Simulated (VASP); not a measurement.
## BaTiO3: relaxation of cell and atoms with PBEsol

Crystal: BaTiO3.

```
Ba Ti O
1.0
     2.82737    1.63238    2.31839
    -2.82737    1.63238    2.31839
     0.00000   -3.26476    2.31839
Ba Ti O
1 1 3
Direct
  0.00000 0.00000 0.00000
  0.48450 0.48450 0.48450
  0.50860 0.50860 0.01750
  0.01750 0.50860 0.50860
  0.50860 0.01750 0.50860
```

```json
{"Program": "VASP 6.6.1", "Task": "relaxation of cell and atoms", "Functional": "PBEsol", "Potentials or basis": "VASP PAW PBE potentials, release 64 (Ba_sv, Ti_sv, O)", "Cutoff": "600 eV", "k mesh": "6 × 6 × 6", "Occupations": "gaussian, width 0.01 eV", "Spin": "no spin polarisation", "Dipole correction": "no", "Further INCAR settings": "ALGO = Normal; EDIFF = 1e-06; IBRION = 2; EDIFFG = -0.02; NSW = 80; ISIF = 3"}
```

```json
{
 "Relaxed volume": "12.83 Å³/atom",
 "Relaxed cell": "a = 4.003 Å, b = 4.003 Å, c = 4.003 Å, α = 89.87°, β = 89.87°, γ = 89.87°",
 "Space group after relaxing (to 0.1 Å)": "R3m (No. 160)",
 "Energy gained by relaxing": "0.5 meV/atom",
 "Ionic steps": "5",
 "Pressure after relaxing": "0.0 GPa",
 "Largest force after relaxing": "0.010 eV/Å",
 "Band gap on the k mesh": "2.27 eV (least direct gap 2.64 eV)"
}
```

Forces in eV/Å, atoms in the order of the input:
```
Ba   0.000  0.000 -0.010
Ti   0.000  0.000  0.003
O    0.000 -0.010  0.002
O    0.008  0.005  0.002
O   -0.008  0.005  0.002
```

The path:
```csv
step,energy change (eV),largest force (eV/Å),pressure (GPa),volume (Å³)
1,0.0000,0.1360,0.47,64.20
2,-0.0011,0.0702,-0.85,64.55
3,-0.0013,0.0875,-0.45,64.44
4,-0.0022,0.0332,-0.12,64.25
5,-0.0023,0.0102,0.04,64.16
```

Final structure:
```xyz
5
Lattice="2.8276 1.6325 2.3167 -2.8276 1.6325 2.3167 0.0000 -3.2651 2.3167" Properties=species:S:1:pos:R:3 pbc="T T T"
Ba    0.0000    0.0000    6.9372
Ti    0.0000    0.0000    3.3774
O     0.0000    1.6097    2.3979
O    -1.3940   -0.8048    2.3979
O     1.3940   -0.8048    2.3979
```

Levels at points of the mesh, in eV from the valence-band top:
| k point | band 18 | band 19 | band 20 | band 21 | band 22 | band 23 |
| --- | --- | --- | --- | --- | --- | --- |
| (0.00, 0.00, 0.00) | -0.50 | -0.37 | -0.37 | 2.27 | 2.27 | 2.41 |
| (0.50, 0.00, 0.00) | -1.67 | -0.95 | -0.83 | 2.45 | 3.74 | 3.83 |
| (0.50, 0.50, 0.00) | -0.90 | -0.85 | -0.09 | 3.81 | 3.81 | 4.15 |
| (0.50, 0.50, 0.50) | -0.02 | -0.02 | 0.00 | 4.31 | 4.44 | 4.44 |

Wall time 110 s on 1 thread of Intel(R) Xeon(R) Platinum 8488C (Sapphire Rapids) (shared host), peak memory 0.23 GiB.

Caveat: the PAW data sets were made with another functional, which shifts forces and pressure a little; spin-orbit coupling is left out, which moves the levels of the heavy elements. A k mesh can miss the band edges.
